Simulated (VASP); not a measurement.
# Mn (Pm-3m) in VASP: further runs, part 2 of 2

VASP 6.6.1. Earlier steps stand in the parts before.

### Step 5. Single point, PBEsol, collinear spin, antiferromagnetic start (volume scaled by 0.96)

The input, INCAR:

```
SYSTEM = Mn
ALGO = Normal
EDIFF = 1E-6
ENCUT = 520
GGA = PS
ISIF = 2
ISMEAR = -1
ISPIN = 2
LASPH = .True.
LCHARG = .True.
LELF = .True.
LMAXMIX = 4
LORBIT = 11
LREAL = .False.
LVHAR = .True.
LWAVE = .False.
MAGMOM = 1.918 -1.918
NBANDS = 24
NELM = 150
PREC = Accurate
SIGMA = 0.05
```

The input, KPOINTS:

```
k-points
0
Gamma
  13 13 13
  0 0 0
```

The input, POSCAR:

```
Mn
1.0
    0.0000000000      2.2848545732      2.2848545732
    2.2848545732      0.0000000000      2.2848545732
    2.2848545732      2.2848545732      0.0000000000
Mn
2
Direct
    0.0000000000      0.0000000000      0.0000000000
    0.5000000000      0.5000000000      0.5000000000
```

Potentials or basis: VASP PAW PBE potentials, release 64 (Mn_pv).

Launch:

```console
$ cat potpaw_PBE.64/Mn_pv/POTCAR > POTCAR
$ mpirun -np 1 vasp_std > vasp.out
```

OUTCAR:

```text
SYSTEM = Mn
   EDIFF = 1E-6
   ENCUT = 520
   GGA = PS
   ISIF = 2
   ISMEAR = -1
   ISPIN = 2
   LASPH = .True.
   LORBIT = 11
   LREAL = .False.
   NELM = 150
   PREC = Accurate

 ion  position               nearest neighbor table
   1  0.000  0.000  0.000-   2 2.28   2 2.28   2 2.28   2 2.28   2 2.28   2 2.28
   2  0.500  0.500  0.500-   1 2.28   1 2.28   1 2.28   1 2.28   1 2.28   1 2.28

  LATTYP: Found a face centered cubic cell.
 ALAT       =     4.5697091464

  Lattice vectors:

 A1 = (   0.0000000000,   2.2848545732,   2.2848545732)
 A2 = (   2.2848545732,   0.0000000000,   2.2848545732)
 A3 = (   2.2848545732,   2.2848545732,   0.0000000000)

Analysis of symmetry for initial positions (statically):
=====================================================================
 Subroutine PRICEL returns following result:

  LATTYP: Found a simple cubic cell.
 ALAT       =     2.2848545732
[... 12 lines left out ...]
 Subroutine GETGRP returns: Found 48 space group operations
 (whereof 48 operations were pure point group operations)
 out of a pool of 48 trial point group operations.

The static configuration has the point symmetry O_h .

Analysis of symmetry for dynamics (positions and initial velocities):
=====================================================================
 Subroutine PRICEL returns following result:

  LATTYP: Found a simple cubic cell.
 ALAT       =     2.2848545732
[... 12 lines left out ...]
 Subroutine GETGRP returns: Found 48 space group operations
 (whereof 48 operations were pure point group operations)
 out of a pool of 48 trial point group operations.

The dynamic configuration has the point symmetry O_h .

Analysis of structural, dynamic, and magnetic symmetry:
=====================================================================
 Subroutine PRICEL returns following result:

  LATTYP: Found a simple cubic cell.
 ALAT       =     2.2848545732
[... 12 lines left out ...]
 Subroutine GETGRP returns: Found 48 space group operations
 (whereof 48 operations were pure point group operations)
 out of a pool of 48 trial point group operations.

The overall configuration has the point symmetry O_h .

 Subroutine INISYM returns: Found 48 space group operations
 (whereof 48 operations are pure point group operations),
 and found     2 'primitive' translations

----------------------------------------------------------------------------------------

                                     Primitive cell

  volume of cell :      11.9282

  direct lattice vectors                    reciprocal lattice vectors
    -2.284854573  0.000000000  0.000000000    -0.437664616  0.000000000  0.000000000
     0.000000000  0.000000000  2.284854573     0.000000000  0.000000000  0.437664616
     0.000000000  2.284854573  0.000000000     0.000000000  0.437664616  0.000000000

  length of vectors
     2.284854573  2.284854573  2.284854573     0.437664616  0.437664616  0.437664616

  position of ions in fractional coordinates (direct lattice)
     0.000000000  0.000000000  0.000000000

  ion indices of the primitive-cell ions
   primitive index   ion index
                 1           1

----------------------------------------------------------------------------------------

 KPOINTS: k-points

Automatic generation of k-mesh.
 Grid dimensions read from file:
 generate k-points for:   13   13   13

[... 58 lines left out ...]
   LNONCOLLINEAR =      F non collinear calculations
   LSORBIT =      F    spin-orbit coupling
   LASPH  =      T    aspherical Exc in radial PAW
   ENCUT  =  520.0 eV  38.22 Ry    6.18 a.u.   6.01  6.01  6.01*2*pi/ulx,y,z
   NELM   =    150;   NELMIN=  2; NELMDL= -5     # of ELM steps
   EDIFF  = 0.1E-05   stopping-criterion for ELM
   LREAL  =      F    real-space projection
   EDIFFG = 0.1E-04   stopping-criterion for IOM
   NSW    =      0    number of steps for IOM
   IBRION =     -1    ionic relax: 0-MD 1-quasi-New 2-CG
   NFREE  =      0    steps in history (QN), initial steepest desc. (CG)
   ISIF   =      2    stress and relaxation
   ISYM   =      2    0-nonsym 1-usesym 2-fastsym
   POTIM  = 0.5000    time-step for ionic-motion
   TEBEG  =    0.0;   TEEND  =   0.0 temperature during run
   PSTRESS=    0.0 pullay stress
   NELECT =      26.0000    total number of electrons
   NUPDOWN=      -1.0000    fix difference up-down
   EMIN   =  10.00;   EMAX   =-10.00  energy-range for DOS
   EFERMI =   0.00;   METHOD = LEGACY
   ISMEAR =    -1;   SIGMA  =   0.05  broadening in eV -4-tet -1-fermi 0-gaus
   EFERMI_NEDOS =   21; number of points for ismear=-14 and -15
   IALGO  =     38    algorithm
   IMIX   =      4    mixing-type and parameters
     AMIX     =   0.40;   BMIX     =  1.00
     AMIX_MAG =   1.60;   BMIX_MAG =  1.00
  volume/ion in A,a.u.               =      11.93        80.50
  Fermi-wavevector in a.u.,A,eV,Ry     =   1.684732  3.183681 38.617695  2.838321
  Thomas-Fermi vector in A             =   2.767702
   LORBIT       =     11    0 simple, 1 ext, 2 COOP (PROOUT), +10 PAW based schemes
   GGA     = PS    functional components
   LHFCALC =     F    Hartree Fock is set to
   AEXX    =    0.0000 exact exchange contribution
   IVDW    =     0    specifies the selected vdW correction
   LEPSILON=     F    determine dielectric tensor
   LRPA    =     F    only Hartree local field effects (RPA)
 spin polarized calculation
  energy-cutoff  :      520.00
  volume of cell :       23.86
 maximum number of plane-waves:       654
   NGX = 13   NGY = 13   NGZ = 13

 number of electron      26.0000025 magnetization      -0.0000000

 number of electron      26.0000025 magnetization       0.0000000

 Free energy of the ion-electron system (eV)
  ---------------------------------------------------
  ext. energy  EPLUGINS =         0.00000000
  ---------------------------------------------------
  free energy    TOTEN  =       -17.83124695 eV

  energy without entropy =      -17.81324610  energy(sigma->0) =      -17.82224653

 E-fermi :   9.5663     XC(G=0): -13.4155

 val. band max:        9.5628697516   @ k =  -0.4615   0.2308   0.0000
 cond. band min:       9.5663873280   @ k =   0.3846   0.0000   0.0000
 fundamental gap:      0.0035175763
 Fermi energy:         9.5663238591

 spin component 1

 k-point     1 :       0.0000    0.0000    0.0000
  band No.  band energies     occupation
      1     -39.4696      1.00000
      2     -39.4696      1.00000
      3     -39.4696      1.00000
      4     -37.4184      1.00000
      5     -37.4184      1.00000
      6     -37.4184      1.00000
[... 637 lines left out ...]
     23      28.4649      0.00000
     24      29.0619      0.00000

 [... further k-points ...]

 spin component 2

 k-point     1 :       0.0000    0.0000    0.0000
  band No.  band energies     occupation
      1     -39.4696      1.00000
      2     -39.4696      1.00000
      3     -39.4696      1.00000
      4     -37.4184      1.00000
      5     -37.4184      1.00000
      6     -37.4184      1.00000
[... 637 lines left out ...]
     23      28.4649      0.00000
     24      29.0619      0.00000

 [... further k-points ...]

------------------------ aborting loop because EDIFF is reached ----------------------------------------

  FORCE on cell =-STRESS in cart. coord.  units (eV):
  Direction    XX          YY          ZZ          XY          YZ          ZX
  --------------------------------------------------------------------------------------
  -------------------------------------------------------------------------------------
  Total        0.9217322      0.9217322      0.9217322      0.0000000      0.0000000     -0.0000000
  in kB       61.9027059     61.9027059     61.9027059      0.0000000      0.0000000     -0.0000000
  external PRESSURE =      61.9027059 kB  Pullay stress =       0.0000000 kB

 VOLUME and BASIS-vectors are now :
 -----------------------------------------------------------------------------
  energy-cutoff  :      520.00
  volume of cell :       23.86
      direct lattice vectors                 reciprocal lattice vectors
     0.000000000  2.284854573  2.284854573    -0.218832308  0.218832308  0.218832308
     2.284854573  0.000000000  2.284854573     0.218832308 -0.218832308  0.218832308
     2.284854573  2.284854573  0.000000000     0.218832308  0.218832308 -0.218832308

 POSITION                                       TOTAL-FORCE (eV/Angst)
 -----------------------------------------------------------------------------------
      0.00000      0.00000      0.00000        -0.000000      0.000000      0.000000
      2.28485      2.28485      2.28485         0.000000     -0.000000     -0.000000
 -----------------------------------------------------------------------------------
    total drift:                                0.000000     -0.000000      0.000000

  FREE ENERGIE OF THE ION-ELECTRON SYSTEM (eV)
  ---------------------------------------------------
  free  energy   TOTEN  =       -17.8312469549 eV

  energy  without entropy=      -17.8132460981  energy(sigma->0) =      -17.82224653

 total charge

# of ion       s       p       d       tot
------------------------------------------
    1        0.441   6.327   5.238  12.007
    2        0.441   6.327   5.238  12.007
--------------------------------------------------
tot          0.882  12.655  10.477  24.014

 magnetization (x)

# of ion       s       p       d       tot
------------------------------------------
    1        0.027   0.015   1.832   1.875
    2       -0.027  -0.015  -1.832  -1.875
--------------------------------------------------
tot          0.000   0.000   0.000   0.000
```

stdout:

```text
POSCAR found type information on POSCAR Mn
 POSCAR found :  1 types and       2 ions
 scaLAPACK will be used
 -----------------------------------------------------------------------------
|                                                                             |
|                                                                             |
|     You enforced a specific xc type in the INCAR file but a different       |
|     I HOPE YOU KNOW WHAT YOU ARE DOING!                                     |
|                                                                             |
 -----------------------------------------------------------------------------

 LDA part: xc-table for (Slater+PW92), standard interpolation
 POSCAR, INCAR and KPOINTS ok, starting setup
 FFT: planning ... GRIDC
 FFT: planning ... GRID_SOFT
 FFT: planning ... GRID
 WAVECAR not read
 entering main loop
```

Run time: 51 s. Hardware: 1 thread of Intel Xeon 6975P-C, shared host; peak memory 0.19 GiB.

What came out:

```yaml
Free_energy: -17.8312 eV
Pressure: 6.2 GPa
Band_gap_on_the_k_mesh: zero (filled and empty bands overlap)
Net_moment: 0.00 μB per cell
Site_moments: Mn +1.88, -1.88 μB
Valence_electrons_inside_the_program's_atomic_spheres: Mn 12.01
```

Caveat: the PAW data sets were made with another functional, which shifts forces and pressure a little.

### Step 6. Single point, PBEsol, collinear spin, antiferromagnetic start

This run uses another cell than the first one: it holds 2 atoms, not 1.

The input, INCAR:

```
ALGO = Normal
EDIFF = 1E-7
ENCUT = 520
GGA = PS
ISIF = 2
ISMEAR = -1
ISPIN = 2
LASPH = T
LCHARG = F
LMAXMIX = 4
LORBIT = 11
LREAL = F
LWAVE = F
MAGMOM = 1.918 -1.918
NBANDS = 24
NELM = 150
PREC = Accurate
SIGMA = 0.05
```

The input, KPOINTS:

```
k-points
0
Gamma
  13 13 13
```

The input, POSCAR:

```
Mn
1.0
    0.0000000000      2.3161578407      2.3161578407
    2.3161578407      0.0000000000      2.3161578407
    2.3161578407      2.3161578407      0.0000000000
Mn
2
Direct
    0.0000000000      0.0000000000      0.0000000000
    0.5000000000      0.5000000000      0.5000000000
```

Potentials or basis: VASP PAW PBE potentials, release 64 (Mn_pv).

Launch:

```console
$ cat potpaw_PBE.64/Mn_pv/POTCAR > POTCAR
$ mpirun -np 1 vasp_std > vasp.out
```

It took 56 s on 1 thread of Intel Xeon 6975P-C, shared host; peak memory 0.2 GiB.

Results (log left out):

* Free energy: -17.8517 eV
* Pressure: 0.5 GPa
* Band gap on the k mesh: zero (filled and empty bands overlap)
* Net moment: 0.00 μB per cell
* Site moments: Mn +2.05, -2.05 μB
* Valence electrons inside the program's atomic spheres: Mn 11.94

Levels at points of the mesh, in eV from the Fermi level:
Spin up:
| k point | band 9 | band 10 | band 11 | band 12 | band 13 | band 14 | band 15 | band 16 | band 17 | band 18 |
| --- | --- | --- | --- | --- | --- | --- | --- | --- | --- | --- |
| (0.00, 0.00, 0.00) | -3.75 | -3.58 | -3.58 | -3.58 | 1.61 | 1.61 | 1.61 | 2.77 | 2.77 | 11.58 |
Spin down:
```
           k point  band 11  band 12  band 13  band 14  band 15  band 16
(0.00, 0.00, 0.00)    -3.58    -3.58     1.61     1.61     1.61     2.77
```

Caveat: the PAW data sets were made with another functional, which shifts forces and pressure a little.

### Step 7. Summary

```tsv
spin	cell	k mesh	smearing	gap on the mesh (eV)	pressure (GPa)	moment (μB)
off	a = 2.312 Å, 1 atom	16 × 16 × 16	fermi-dirac 0.1 eV	none	-15.0	-
off	a = 2.340 Å, 1 atom	16 × 16 × 16	fermi-dirac 0.1 eV	none	-20.6	-
off	a = 2.253 Å, 1 atom	23 × 23 × 23	fermi-dirac 0.1 eV	none	0.3	-
collinear, antiferromagnetic start	a = 3.231 Å, angles 60.0°, 2 atoms	13 × 13 × 13	fermi-dirac 0.05 eV	none	6.2	0.00
collinear, antiferromagnetic start	a = 3.276 Å, angles 60.0°, 2 atoms	13 × 13 × 13	fermi-dirac 0.05 eV	none	0.5	0.00
```

Alike in all rows: task single point; level PBEsol; potentials or basis VASP PAW PBE potentials, release 64 (Mn_pv); cutoff (eV) 520.

Caveats: the PAW data sets were made with another functional, which shifts forces and pressure a little.

Absolute energies hang on the potentials; compare differences alone.
